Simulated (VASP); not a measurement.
Input of a VASP 6.6.1 run:

Contents of INCAR:

```
PREC = Accurate
ENCUT = 600
EDIFF = 1E-7
ISMEAR = 0
SIGMA = 0.1
LREAL = F
LASPH = T
NELM = 80
ALGO = Normal
ISIF = 3
LWAVE = F
LCHARG = F
GGA = PE
IBRION = 2
NSW = 90
EDIFFG = -0.04
```

File KPOINTS:

```
Automatic mesh
0
Gamma
  6 6 6
```

POSCAR

```
Sc2Si2Se
1.0
    0.0000000000      2.7401852800      6.0403149600
    2.7103189300      0.0000000000      6.0403149600
    2.7103189300      2.7401852800      0.0000000000
Sc Si Se
2 2 1
Direct
    0.3612000000      0.3612000000      0.6388000000
    0.6388000000      0.6388000000      0.3612000000
    0.7500000000      0.7500000000      0.7500000000
    0.2500000000      0.2500000000      0.2500000000
    0.0000000000      0.0000000000      0.0000000000
```

Potentials or basis: VASP PAW PBE potentials, release 64 (Sc_sv, Si, Se).

Run with:

```console
$ cat potpaw_PBE.64/Sc_sv/POTCAR potpaw_PBE.64/Si/POTCAR potpaw_PBE.64/Se/POTCAR > POTCAR
$ mpirun -np 1 vasp_std > vasp.out
```

(1) What does it give for the band gap on the k mesh?

(2) Estimate the relaxed cell.

(3) What does it give for the relaxed volume?

(4) Estimate the space group after relaxing (to 0.1 Å).

Results:

(1) zero (bands 18 and 19 overlap by 1.01 eV).

(2) a = 7.849 Å, b = 7.850 Å, c = 3.541 Å, α = 76.95°, β = 76.98°, γ = 26.07°.

(3) 18.66 Å³/atom.

(4) I4/mmm (No. 139).

Caveat: a cell axis changed by over 15 % at a fixed basis, so the end point is rough.
